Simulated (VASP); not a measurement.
A run of VASP 6.6.1:

The input INCAR:

```
SYSTEM = TePb
  PREC = Accurate
  ENCUT = 520
  EDIFF = 1E-7
  ISMEAR = 0
  SIGMA = 0.02
  LREAL = .FALSE.
  LASPH = .TRUE.
  NELM = 80
  ALGO = Normal
  ISIF = 2
  LWAVE = .FALSE.
  LCHARG = .TRUE.
  GGA = PE
  LELF = .TRUE.
  LVHAR = .TRUE.
  NBANDS = 28
```

KPOINTS

```
regular mesh
0
G
  6 6 6
  0 0 0
```

POSCAR

```
TePb
1.0
    4.4996096697      0.0000000000      0.0000000000
   -2.2498048349      3.8967762811      0.0000000000
    0.0000000000      0.0000000000      8.1581915184
Pb Te
2 2
Direct
    0.0000000000      0.0000000000      0.0000000000
    0.3333333333      0.6666666667      0.5000000000
    0.6666666667      0.3333333333      0.2500000000
    0.6666666667      0.3333333333      0.7500000000
```

Potentials or basis: VASP PAW PBE potentials, release 64 (Pb_d, Te).

Command:

```sh
$ cat potpaw_PBE.64/Pb_d/POTCAR potpaw_PBE.64/Te/POTCAR > POTCAR
$ mpirun -np 1 vasp_std > vasp.out
```

Hardware: 1 thread of Intel Xeon 8259CL, on a shared host.

**Question.** Estimate the wall time of this run.

**Answer.** It took 4.4 min on 1 thread of Intel Xeon 8259CL, on a shared host, peak memory 0.33 GiB. Counts: scf iterations 16, k points 28.
